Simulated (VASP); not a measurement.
# HfAg2Sn2 (I4/mmm) in VASP: relaxation of the atoms with PBE

Aim: the relaxation of the atoms of HfAg2Sn2 with PBE.

All numbers are computed with VASP 6.6.1; they aren't measurements. Logs are shortened: lines on timing, memory, paths and dates and some standing lists are left out, and cuts for length are marked.

**1. The cell of the first run**

It takes space group I4/mmm (No. 139, tetragonal). Conventional cell: a = 4.545 Å, b = 4.545 Å, c = 11.416 Å, α = 90.00°, β = 90.00°, γ = 90.00°. Hf (site symmetry 4/mmm) has 10 Sn at 3.49 to 4.35 Å and 8 Ag at 3.65 Å and 4 Hf at 4.54 Å within 4.6 Å. Sn (site symmetry 4mm) has 1 Sn at 2.72 Å and 4 Ag at 2.72 Å and 4 Hf at 3.49 Å within 3.6 Å. Within 3.7 Å of Ag (site symmetry -4m2) lie 4 Sn at 2.72 Å and 4 Ag at 3.21 Å and 4 Hf at 3.65 Å.

**2. Relaxation of the atoms, PBE**

File INCAR:

```
SYSTEM = HfAg2Sn2
  PREC = Accurate
  ENCUT = 520
  EDIFF = 1E-6
  ISMEAR = -1
  SIGMA = 0.1017
  LREAL = .False.
  LASPH = .True.
  NELM = 60
  ALGO = Normal
  ISIF = 2
  LWAVE = .False.
  LCHARG = .False.
  GGA = PE
  IBRION = 2
  NSW = 100
  EDIFFG = -0.01
  KPAR = 2
```

File KPOINTS:

```
regular mesh
0
Gamma
  7 7 7
  0 0 0
```

File POSCAR:

```
HfAg2Sn2
1.0
    0.0000000000      4.5448830000      0.0000000000
    4.5448830000      0.0000000000      0.0000000000
    2.2724410000      2.2724410000     -5.7078670000
Hf Sn Ag
1 2 2
Direct
    0.0000000000      0.0000000000      0.0000000000
    0.3810000000      0.3810000000      0.2380000000
    0.6190000000      0.6190000000      0.7620000000
    0.7500000000      0.2500000000      0.5000000000
    0.2500000000      0.7500000000      0.5000000000
```

Potentials or basis: VASP PAW PBE potentials, release 64 (Hf_pv, Sn_d, Ag).

On the command line:

```sh
> cat potpaw_PBE.64/Hf_pv/POTCAR potpaw_PBE.64/Sn_d/POTCAR potpaw_PBE.64/Ag/POTCAR > POTCAR
> mpirun -np 2 vasp_std > vasp.out
```

OUTCAR:

```text
SYSTEM = HfAg2Sn2
   PREC = Accurate
   ENCUT = 520
   EDIFF = 1E-6
   ISMEAR = -1
   LREAL = .False.
   LASPH = .True.
   NELM = 60
   ISIF = 2
   GGA = PE
   IBRION = 2
   NSW = 100
   EDIFFG = -0.01

 ion  position               nearest neighbor table
   1  0.000  0.000  0.000-   2 3.49   3 3.49   3 3.49   3 3.49   2 3.49   2 3.49   3 3.49   2 3.49
                             5 3.65   4 3.65   5 3.65   4 3.65   4 3.65   5 3.65   5 3.65   4 3.65
   2  0.381  0.381  0.238-   3 2.72   4 2.72   5 2.72   5 2.72   4 2.72   1 3.49   1 3.49   1 3.49
                             1 3.49
   3  0.619  0.619  0.762-   2 2.72   4 2.72   5 2.72   4 2.72   5 2.72   1 3.49   1 3.49   1 3.49
                             1 3.49
   4  0.750  0.250  0.500-   2 2.72   3 2.72   2 2.72   3 2.72   5 3.21   5 3.21   5 3.21   5 3.21
                             1 3.65   1 3.65   1 3.65   1 3.65
   5  0.250  0.750  0.500-   2 2.72   3 2.72   2 2.72   3 2.72   4 3.21   4 3.21   4 3.21   4 3.21
                             1 3.65   1 3.65   1 3.65   1 3.65

  LATTYP: Found a body centered tetragonal cell.
 ALAT       =     4.5448830000
 C/A-ratio  =     2.5117773109

  Lattice vectors:

 A1 = (  -2.2724410000,   2.2724420000,   5.7078670000)
 A2 = (   2.2724420000,  -2.2724410000,   5.7078670000)
 A3 = (   2.2724410000,   2.2724410000,  -5.7078670000)

Analysis of symmetry for initial positions (statically):
=====================================================================
 Subroutine PRICEL returns:
 Original cell was already a primitive cell.

 Routine SETGRP: Setting up the symmetry group for a
 body centered tetragonal supercell.

 Subroutine GETGRP returns: Found 16 space group operations
 (whereof 16 operations were pure point group operations)
 out of a pool of 16 trial point group operations.

The static configuration has the point symmetry D_4h.

Analysis of symmetry for dynamics (positions and initial velocities):
=====================================================================
 Subroutine PRICEL returns:
 Original cell was already a primitive cell.

 Routine SETGRP: Setting up the symmetry group for a
 body centered tetragonal supercell.

 Subroutine GETGRP returns: Found 16 space group operations
 (whereof 16 operations were pure point group operations)
 out of a pool of 16 trial point group operations.

The dynamic configuration has the point symmetry D_4h.

 Subroutine INISYM returns: Found 16 space group operations
 (whereof 16 operations are pure point group operations),
 and found     1 'primitive' translations

----------------------------------------------------------------------------------------

                                     Primitive cell

  volume of cell :     117.9015

  direct lattice vectors                    reciprocal lattice vectors
     0.000000000  4.544883000  0.000000000     0.000000000  0.220027666  0.087598378
     4.544883000  0.000000000  0.000000000     0.220027666  0.000000000  0.087598378
     2.272441000  2.272441000 -5.707867000     0.000000000  0.000000000 -0.175196794

  length of vectors
     4.544883000  4.544883000  6.550398605     0.236824090  0.236824090  0.175196794

  position of ions in fractional coordinates (direct lattice)
     0.000000000  0.000000000  0.000000000
     0.381000000  0.381000000  0.238000000
     0.619000000  0.619000000  0.762000000
     0.750000000  0.250000000  0.500000000
     0.250000000  0.750000000  0.500000000

  ion indices of the primitive-cell ions
   primitive index   ion index
                 1           1
                 2           2
                 3           3
                 4           4
                 5           5

----------------------------------------------------------------------------------------

 KPOINTS: regular mesh

Automatic generation of k-mesh.
 Grid dimensions read from file:
 generate k-points for:    7    7    7

 Generating k-lattice:

  Cartesian coordinates                     Fractional coordinates (reciprocal lattice)
     0.000000000  0.031432524  0.012514054     0.142857143  0.000000000 -0.000000000
     0.031432524  0.000000000  0.012514054     0.000000000  0.142857143 -0.000000000
     0.000000000  0.000000000 -0.025028113     0.000000000  0.000000000  0.142857143

  Length of vectors
     0.033832013  0.033832013  0.025028113

  Shift w.r.t. Gamma in fractional coordinates (k-lattice)
     0.000000000  0.000000000  0.000000000

 Subroutine IBZKPT returns following result:
 ===========================================

 Found     40 irreducible k-points:

 Following reciprocal coordinates:
            Coordinates               Weight
  0.000000  0.000000  0.000000      1.000000
  0.142857  0.000000  0.000000      8.000000
  0.285714  0.000000 -0.000000      8.000000
  0.428571  0.000000  0.000000      8.000000
  0.142857  0.142857  0.000000      8.000000
  0.285714  0.142857 -0.000000     16.000000
[... 16 lines left out ...]
  0.285714  0.285714  0.142857      8.000000
  0.428571  0.285714  0.142857     16.000000
 [... further k-points ...]
   k-points           NKPTS =     40   k-points in BZ     NKDIM =     40   number of bands    NBANDS=     36
   number of dos      NEDOS =    301   number of ions     NIONS =      5
   total plane-waves  NPLWV =  64800
   dimension x,y,z NGX =    36 NGY =   36 NGZ =   50
   dimension x,y,z NGXF=    72 NGYF=   72 NGZF=  100
   ions per type =               1   2   2
   NGX,Y,Z   is equivalent  to a cutoff of  13.17, 13.17, 12.69 a.u.
   NGXF,Y,Z  is equivalent  to a cutoff of  26.34, 26.34, 25.38 a.u.
 SYSTEM =  HfAg2Sn2
   PREC   = accura    normal or accurate (medium, high low for compatibility)
   ISTART =      0    job   : 0-new  1-cont  2-samecut
   ICHARG =      2    charge: 1-file 2-atom 10-const
   ISPIN  =      1    spin polarized calculation?
   LNONCOLLINEAR =      F non collinear calculations
   LSORBIT =      F    spin-orbit coupling
   LASPH  =      T    aspherical Exc in radial PAW
   ENCUT  =  520.0 eV  38.22 Ry    6.18 a.u.   8.45  8.45 12.18*2*pi/ulx,y,z
   NELM   =     60;   NELMIN=  2; NELMDL= -5     # of ELM steps
   EDIFF  = 0.1E-05   stopping-criterion for ELM
   LREAL  =      F    real-space projection
   EDIFFG = -.1E-01   stopping-criterion for IOM
   NSW    =    100    number of steps for IOM
   IBRION =      2    ionic relax: 0-MD 1-quasi-New 2-CG
   NFREE  =      1    steps in history (QN), initial steepest desc. (CG)
   ISIF   =      2    stress and relaxation
   ISYM   =      2    0-nonsym 1-usesym 2-fastsym
   POTIM  = 0.5000    time-step for ionic-motion
   TEBEG  =    0.0;   TEEND  =   0.0 temperature during run
   PSTRESS=    0.0 pullay stress
   NELECT =      60.0000    total number of electrons
   NUPDOWN=      -1.0000    fix difference up-down
   EMIN   =  10.00;   EMAX   =-10.00  energy-range for DOS
   EFERMI =   0.00;   METHOD = LEGACY
   ISMEAR =    -1;   SIGMA  =   0.10  broadening in eV -4-tet -1-fermi 0-gaus
   EFERMI_NEDOS =   21; number of points for ismear=-14 and -15
   IALGO  =     38    algorithm
   IMIX   =      4    mixing-type and parameters
     AMIX     =   0.40;   BMIX     =  1.00
     AMIX_MAG =   1.60;   BMIX_MAG =  1.00
  volume/ion in A,a.u.               =      23.58       159.13
  Fermi-wavevector in a.u.,A,eV,Ry     =   1.307030  2.469928 23.243199  1.708327
  Thomas-Fermi vector in A             =   2.437792
   LORBIT       =      0    0 simple, 1 ext, 2 COOP (PROOUT), +10 PAW based schemes
   GGA     = PE    functional components
   LHFCALC =     F    Hartree Fock is set to
   AEXX    =    0.0000 exact exchange contribution
   IVDW    =     0    specifies the selected vdW correction
   LEPSILON=     F    determine dielectric tensor
   LRPA    =     F    only Hartree local field effects (RPA)
 conjugate gradient relaxation of ions
 non-spin polarized calculation
  energy-cutoff  :      520.00
  volume of cell :      117.90
 maximum number of plane-waves:      3194
 NGX is ok and might be reduce to    36
   NGX = 17   NGY = 17   NGZ = 25

--------------------------------------- Ionic step        1  -------------------------------------------

 number of electron      60.0000006 magnetization

 Free energy of the ion-electron system (eV)
  ---------------------------------------------------
  ext. energy  EPLUGINS =         0.00000000
  ---------------------------------------------------
  free energy    TOTEN  =       -21.43500657 eV

  energy without entropy =      -21.34373008  energy(sigma->0) =      -21.38936832

------------------------ aborting loop because EDIFF is reached ----------------------------------------

  FORCE on cell =-STRESS in cart. coord.  units (eV):
  Direction    XX          YY          ZZ          XY          YZ          ZX
  --------------------------------------------------------------------------------------
  -------------------------------------------------------------------------------------
  Total       -2.9994904     -2.9994904      1.5391836      0.0000000      0.0000001      0.0000001
  in kB      -40.7604339    -40.7604339     20.9161504      0.0000000      0.0000018      0.0000018
  external PRESSURE =     -20.2015724 kB  Pullay stress =       0.0000000 kB
[... 63 lines left out ...]
  energy  without entropy=      -21.3537043936  energy(sigma->0) =      -21.39943251

--------------------------------------- Ionic step        3  -------------------------------------------

 number of electron      60.0000010 magnetization

 Free energy of the ion-electron system (eV)
  ---------------------------------------------------
  ext. energy  EPLUGINS =         0.00000000
  ---------------------------------------------------
  free energy    TOTEN  =       -21.44518383 eV

  energy without entropy =      -21.35374172  energy(sigma->0) =      -21.39946278

 E-fermi :   7.4227     XC(G=0): -10.7801

 val. band max:        7.3443965351   @ k =  -0.1429   0.0000   0.1429
 cond. band min:       7.4343249825   @ k =   0.0000   0.0000   0.0000
 fundamental gap:      0.0899284474
 Fermi energy:         7.4227048056

 k-point     1 :       0.0000    0.0000    0.0000
  band No.  band energies     occupation
      1     -25.1494      2.00000
      2     -25.1412      2.00000
      3     -25.1412      2.00000
      4     -14.5795      2.00000
      5     -14.3892      2.00000
      6     -14.3892      2.00000
[... 925 lines left out ...]
     35       9.4551      0.00000
     36       9.7271      0.00000

 [... further k-points ...]

------------------------ aborting loop because EDIFF is reached ----------------------------------------

  FORCE on cell =-STRESS in cart. coord.  units (eV):
  Direction    XX          YY          ZZ          XY          YZ          ZX
  --------------------------------------------------------------------------------------
  -------------------------------------------------------------------------------------
  Total       -3.4559120     -3.4559120      2.1720939      0.0000000      0.0000002      0.0000002
  in kB      -46.9628016    -46.9628016     29.5168433      0.0000000      0.0000026      0.0000026
  external PRESSURE =     -21.4695866 kB  Pullay stress =       0.0000000 kB
[... 20 lines left out ...]
  FREE ENERGIE OF THE ION-ELECTRON SYSTEM (eV)
  ---------------------------------------------------
  free  energy   TOTEN  =       -21.4451838314 eV

  energy  without entropy=      -21.3537417210  energy(sigma->0) =      -21.39946278

 reached required accuracy - stopping structural energy minimisation
```

Wall time 2.5 min (2 MPI ranks of Intel Xeon Platinum 8259CL at 2.50GHz (Skylake/Cascade Lake), shared host); peak memory 0.35 GiB.

What came out:

```yaml
Free_energy: -21.4452 eV
Energy_gained_by_relaxing: 2.0 meV/atom
Ionic_steps: 3
Pressure_after_relaxing: -2.1 GPa
Band_gap_on_the_k_mesh: zero (bands 30 and 31 overlap by 0.73 eV)
```

Step by step:
```csv
step,energy change (eV),largest force (eV/Å),pressure (GPa)
1,0.0000,0.4667,-2.02
2,-0.0102,0.0233,-2.15
3,-0.0102,0.0013,-2.15
```

Final structure:
```
CELL_PARAMETERS angstrom
0.00000 4.54488 0.00000
4.54488 0.00000 0.00000
2.27244 2.27244 -5.70787
ATOMIC_POSITIONS crystal
Hf 0.00000 0.00000 0.00000
Sn 0.38288 0.38288 0.23424
Sn 0.61712 0.61712 0.76576
Ag 0.75000 0.25000 0.50000
Ag 0.25000 0.75000 0.50000
```

Levels at points of the mesh, in eV from the Fermi level:
| k point | band 28 | band 29 | band 30 | band 31 | band 32 | band 33 |
| --- | --- | --- | --- | --- | --- | --- |
| (0.00, 0.00, 0.00) | -1.62 | -1.01 | 0.01 | 0.22 | 0.22 | 0.54 |

Caveat: spin-orbit coupling is left out, which moves the levels of the heavy elements.

The gap in the log of VASP goes by the Fermi energy; the results here count the filled bands.